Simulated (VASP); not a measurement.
# Cd (P-1) in VASP: notebook

Runs on Cd. Level: PBE. Tasks: single point.

All numbers are computed with VASP 6.6.1; they aren't measurements. Logs are shortened: lines on timing, memory, paths and dates and some standing lists are left out, and cuts for length are marked.

### Step 1. The cell of the first run

The typed cell holds 2 atoms: a = 3.069 Å, b = 3.444 Å, c = 4.414 Å, α = 88.01°, β = 94.27°, γ = 89.47°.

### Step 2. Single point, PBE (atoms moved at random and the cell strained at random)

INCAR

```
PREC = Accurate ; ENCUT = 520
EDIFF = 1E-6 ; ISMEAR = 0
SIGMA = 0.15 ; LREAL = False
LASPH = True ; NELM = 80
ALGO = Fast ; ISIF = 2
LWAVE = False ; LCHARG = False
GGA = PE ; NBANDS = 19
```

KPOINTS

```
regular mesh
0
Gamma
  12 10 8
```

POSCAR

```
Cd
1.0
   -1.6214924377     -0.9200536552     -2.4379204376
   -1.6892823344      3.0005785386     -0.0490097412
    3.1617787464      1.9162249575     -2.4122064884
Cd
2
Direct
    0.5102584120      0.5117323331      0.5057250021
   -0.0102584120     -0.0117323331     -0.0057250021
```

Potentials or basis: VASP PAW PBE potentials, release 64 (Cd).

Launch:

```bash
$ cat potpaw_PBE.64/Cd/POTCAR > POTCAR
$ mpirun -np 1 vasp_std > vasp.out
```

OUTCAR:

```text
PREC = Accurate
   ENCUT = 520
   EDIFF = 1E-6
   ISMEAR = 0
   LREAL = False
   LASPH = True
   NELM = 80
   ISIF = 2
   GGA = PE

 ion  position               nearest neighbor table
   1  0.510  0.512  0.506-   2 3.05   2 3.05   2 3.08   2 3.20   2 3.26   2 3.27   2 3.28   2 3.35

   2  0.990  0.988  0.994-   1 3.05   1 3.05   1 3.08   1 3.20   1 3.26   1 3.27   1 3.28   1 3.35

  LATTYP: Found a triclinic cell.
 ALAT       =     5.1854190163
 B/A-ratio  =     0.5918654388
 C/A-ratio  =     0.6641255958
 COS(alpha) =     0.0092672482
 COS(beta)  =     0.0349891737
 COS(gamma) =     0.5284598675

  Lattice vectors:

 A1 = (   1.5402863087,   0.9961713023,  -4.8501269260)
 A2 = (  -1.6214924377,  -0.9200536552,  -2.4379204376)
 A3 = (  -1.6892823344,   3.0005785386,  -0.0490097412)

Analysis of symmetry for initial positions (statically):
=====================================================================
 Subroutine PRICEL returns:
 Original cell was already a primitive cell.

 Routine SETGRP: Setting up the symmetry group for a
 triclinic supercell.

 Subroutine GETGRP returns: Found  2 space group operations
 (whereof  1 operations were pure point group operations)
 out of a pool of  2 trial point group operations.

The static configuration has the point symmetry C_1 .
 The point group associated with its full space group is S_2 .

Analysis of symmetry for dynamics (positions and initial velocities):
=====================================================================
 Subroutine PRICEL returns:
 Original cell was already a primitive cell.

 Routine SETGRP: Setting up the symmetry group for a
 triclinic supercell.

 Subroutine GETGRP returns: Found  2 space group operations
 (whereof  1 operations were pure point group operations)
 out of a pool of  2 trial point group operations.

The dynamic configuration has the point symmetry C_1 .
 The point group associated with its full space group is S_2 .

 Subroutine INISYM returns: Found  2 space group operations
 (whereof  1 operations are pure point group operations),
 and found     1 'primitive' translations

----------------------------------------------------------------------------------------

                                     Primitive cell

  volume of cell :      46.4964

  direct lattice vectors                    reciprocal lattice vectors
    -1.621492438 -0.920053655 -2.437920438    -0.153648440 -0.090971657 -0.273660043
    -1.689282334  3.000578539 -0.049009741    -0.148204193  0.249901849  0.004261365
     3.161778746  1.916224958 -2.412206488     0.158297443  0.086864055 -0.138067549

  length of vectors
     3.069070301  3.443769494  4.414465208     0.326762153  0.290574562  0.227301766

  position of ions in fractional coordinates (direct lattice)
     0.510258412  0.511732333  0.505725002
     0.989741588  0.988267667  0.994274998

  ion indices of the primitive-cell ions
   primitive index   ion index
                 1           1
                 2           2

----------------------------------------------------------------------------------------

 KPOINTS: regular mesh

Automatic generation of k-mesh.
 Grid dimensions read from file:
 generate k-points for:   12   10    8

 Generating k-lattice:

  Cartesian coordinates                     Fractional coordinates (reciprocal lattice)
    -0.012804037 -0.007580971 -0.022805004     0.083333333 -0.000000000  0.000000000
    -0.014820419  0.024990185  0.000426136     0.000000000  0.100000000  0.000000000
     0.019787180  0.010858007 -0.017258444    -0.000000000  0.000000000  0.125000000

  Length of vectors
     0.027230179  0.029057456  0.028412721

  Shift w.r.t. Gamma in fractional coordinates (k-lattice)
     0.000000000  0.000000000  0.000000000

 Subroutine IBZKPT returns following result:
 ===========================================

 Found    484 irreducible k-points:

 Following reciprocal coordinates:
            Coordinates               Weight
  0.000000  0.000000  0.000000      1.000000
  0.083333  0.000000  0.000000      2.000000
  0.166667 -0.000000  0.000000      2.000000
  0.250000 -0.000000  0.000000      2.000000
  0.333333 -0.000000  0.000000      2.000000
  0.416667 -0.000000  0.000000      2.000000
[... 16 lines left out ...]
  0.250000  0.200000  0.000000      2.000000
  0.333333  0.200000  0.000000      2.000000
 [... further k-points ...]
   k-points           NKPTS =    484   k-points in BZ     NKDIM =    484   number of bands    NBANDS=     19
   number of dos      NEDOS =    301   number of ions     NIONS =      2
   total plane-waves  NPLWV =  24192
   dimension x,y,z NGX =    24 NGY =   28 NGZ =   36
   dimension x,y,z NGXF=    48 NGYF=   56 NGZF=   72
   ions per type =               2
   NGX,Y,Z   is equivalent  to a cutoff of  13.00, 13.52, 13.56 a.u.
   NGXF,Y,Z  is equivalent  to a cutoff of  26.00, 27.03, 27.11 a.u.
 SYSTEM =  unknown system
   PREC   = accura    normal or accurate (medium, high low for compatibility)
   ISTART =      0    job   : 0-new  1-cont  2-samecut
   ICHARG =      2    charge: 1-file 2-atom 10-const
   ISPIN  =      1    spin polarized calculation?
   LNONCOLLINEAR =      F non collinear calculations
   LSORBIT =      F    spin-orbit coupling
   LASPH  =      T    aspherical Exc in radial PAW
   ENCUT  =  520.0 eV  38.22 Ry    6.18 a.u.   5.71  6.40  8.21*2*pi/ulx,y,z
   NELM   =     80;   NELMIN=  2; NELMDL= -5     # of ELM steps
   EDIFF  = 0.1E-05   stopping-criterion for ELM
   LREAL  =      F    real-space projection
   EDIFFG = 0.1E-04   stopping-criterion for IOM
   NSW    =      0    number of steps for IOM
   IBRION =     -1    ionic relax: 0-MD 1-quasi-New 2-CG
   NFREE  =      0    steps in history (QN), initial steepest desc. (CG)
   ISIF   =      2    stress and relaxation
   ISYM   =      2    0-nonsym 1-usesym 2-fastsym
   POTIM  = 0.5000    time-step for ionic-motion
   TEBEG  =    0.0;   TEEND  =   0.0 temperature during run
   PSTRESS=    0.0 pullay stress
   NELECT =      24.0000    total number of electrons
   NUPDOWN=      -1.0000    fix difference up-down
   EMIN   =  10.00;   EMAX   =-10.00  energy-range for DOS
   EFERMI =   0.00;   METHOD = LEGACY
   ISMEAR =     0;   SIGMA  =   0.15  broadening in eV -4-tet -1-fermi 0-gaus
   EFERMI_NEDOS =   21; number of points for ismear=-14 and -15
   IALGO  =     68    algorithm
   IMIX   =      4    mixing-type and parameters
     AMIX     =   0.40;   BMIX     =  1.00
     AMIX_MAG =   1.60;   BMIX_MAG =  1.00
  volume/ion in A,a.u.               =      23.25       156.89
  Fermi-wavevector in a.u.,A,eV,Ry     =   1.313224  2.481633 23.464021  1.724557
  Thomas-Fermi vector in A             =   2.443562
   LORBIT       =      0    0 simple, 1 ext, 2 COOP (PROOUT), +10 PAW based schemes
   GGA     = PE    functional components
   LHFCALC =     F    Hartree Fock is set to
   AEXX    =    0.0000 exact exchange contribution
   IVDW    =     0    specifies the selected vdW correction
   LEPSILON=     F    determine dielectric tensor
   LRPA    =     F    only Hartree local field effects (RPA)
 non-spin polarized calculation
 RMM-DIIS sequential band-by-band and
 Gauss-broadening in eV      SIGMA  =   0.15
  energy-cutoff  :      520.00
  volume of cell :       46.50
 maximum number of plane-waves:      1268
   NGX = 11   NGY = 13   NGZ = 17

 number of electron      24.0000009 magnetization

 Free energy of the ion-electron system (eV)
  ---------------------------------------------------
  ext. energy  EPLUGINS =         0.00000000
  ---------------------------------------------------
  free energy    TOTEN  =        -1.48248666 eV

  energy without entropy =       -1.47544561  energy(sigma->0) =       -1.47896614

 E-fermi :   2.3788     XC(G=0): -10.6460

 val. band max:        2.3604690424   @ k =  -0.3333   0.4000   0.3750
 cond. band min:       2.3795343653   @ k =  -0.0000  -0.3000   0.1250
 fundamental gap:      0.0190653229
 Fermi energy:         2.3788105438

 k-point     1 :       0.0000    0.0000    0.0000
  band No.  band energies     occupation
      1      -7.2146      2.00000
      2      -7.0626      2.00000
      3      -6.8220      2.00000
      4      -6.7018      2.00000
      5      -6.4334      2.00000
      6      -6.2122      2.00000
[... 11 lines left out ...]
     18      14.4489      0.00000
     19      15.7029      0.00000

 k-point     2 :       0.0833    0.0000    0.0000
  band No.  band energies     occupation
      1      -7.1553      2.00000
      2      -7.0416      2.00000
      3      -6.8019      2.00000
      4      -6.6668      2.00000
      5      -6.4283      2.00000
      6      -6.2326      2.00000
[... 11 lines left out ...]
     18      15.5321      0.00000
     19      15.8742      0.00000

 k-point     3 :       0.1667   -0.0000    0.0000
  band No.  band energies     occupation
      1      -7.0046      2.00000
      2      -6.9678      2.00000
      3      -6.7465      2.00000
      4      -6.6239      2.00000
      5      -6.3980      2.00000
      6      -6.2869      2.00000
[... 11 lines left out ...]
     18      14.9194      0.00000
     19      16.2855      0.00000

 k-point     4 :       0.2500   -0.0000    0.0000
  band No.  band energies     occupation
      1      -6.9005      2.00000
      2      -6.7523      2.00000
      3      -6.6676      2.00000
      4      -6.6355      2.00000
      5      -6.3566      2.00000
      6      -6.3452      2.00000
[... 407 lines left out ...]
     18      14.2876      0.00000
     19      15.1893      0.00000

 k-point    23 :       0.2500    0.2000    0.0000
  band No.  band energies     occupation
      1      -6.9261      2.00000
      2      -6.8176      2.00000
      3      -6.6861      2.00000
      4      -6.5771      2.00000
      5      -6.5094      2.00000
      6      -6.3144      2.00000
[... 11 lines left out ...]
     18      13.5135      0.00000
     19      13.6741      0.00000

 k-point    24 :       0.3333    0.2000    0.0000
  band No.  band energies     occupation
      1      -6.9604      2.00000
      2      -6.7899      2.00000
      3      -6.7111      2.00000
      4      -6.6669      2.00000
      5      -6.4741      2.00000
      6      -6.2292      2.00000
[... 11 lines left out ...]
     18      12.5126      0.00000
     19      13.5232      0.00000

 [... further k-points ...]

------------------------ aborting loop because EDIFF is reached ----------------------------------------

  FORCE on cell =-STRESS in cart. coord.  units (eV):
  Direction    XX          YY          ZZ          XY          YZ          ZX
  --------------------------------------------------------------------------------------
  -------------------------------------------------------------------------------------
  Total        0.0444673      0.0314471     -0.0871427     -0.0610965     -0.0032602     -0.1943832
  in kB        1.5322571      1.0836064     -3.0027715     -2.1052678     -0.1123409     -6.6980717
  external PRESSURE =      -0.1289693 kB  Pullay stress =       0.0000000 kB

 VOLUME and BASIS-vectors are now :
 -----------------------------------------------------------------------------
  energy-cutoff  :      520.00
  volume of cell :       46.50
      direct lattice vectors                 reciprocal lattice vectors
    -1.621492438 -0.920053655 -2.437920438    -0.153648440 -0.090971657 -0.273660043
    -1.689282334  3.000578539 -0.049009741    -0.148204193  0.249901849  0.004261365
     3.161778746  1.916224958 -2.412206488     0.158297443  0.086864055 -0.138067549

 POSITION                                       TOTAL-FORCE (eV/Angst)
 -----------------------------------------------------------------------------------
     -0.09285      2.03511     -2.48896        -0.029040     -0.083848      0.130597
     -0.13064      3.96001     -4.85974         0.029040      0.083848     -0.130597
 -----------------------------------------------------------------------------------
    total drift:                               -0.000000      0.000000      0.000000

  FREE ENERGIE OF THE ION-ELECTRON SYSTEM (eV)
  ---------------------------------------------------
  free  energy   TOTEN  =        -1.4824866611 eV

  energy  without entropy=       -1.4754456095  energy(sigma->0) =       -1.47896614
```

Wall time 6.1 min (1 thread of Intel Xeon 8259CL, shared host); peak memory 0.43 GiB.

What came out:

- Free energy: -1.4825 eV
- Pressure: 0.0 GPa
- Largest force: 0.158 eV/Å
- Band gap on the k mesh: zero (bands 12 and 13 overlap by 3.93 eV)

Forces on the atoms (eV/Å):
```
Cd  -0.029 -0.084  0.131
Cd   0.029  0.084 -0.131
```

Levels at points of the mesh, in eV from the Fermi level:
```
           k point  band 10  band 11  band 12  band 13  band 14  band 15
(0.00, 0.00, 0.00)    -8.18    -8.11    -0.25     1.73     4.58     8.08
(0.50, 0.00, 0.00)    -8.50    -3.47    -3.40     4.30     4.32     5.92
(0.00, 0.50, 0.00)    -8.45    -4.57    -4.41     3.74     4.29     4.85
(0.50, 0.50, 0.00)    -8.08    -0.84    -0.69     0.86     1.15     5.77
(0.00, 0.00, 0.50)    -8.41    -6.12    -5.92     7.10     7.53     9.38
(0.50, 0.00, 0.50)    -8.13    -2.04    -1.54    -1.22    -0.02     9.85
(0.00, 0.50, 0.50)    -8.17    -2.46    -2.30    -2.19    -1.64    12.27
(0.50, 0.50, 0.50)    -8.18     1.28     1.32     1.69     1.72     2.79
```

Caveat: the cell differs from its parent crystal (atoms moved at random and the cell strained at random).

[end of part 1 of 2]
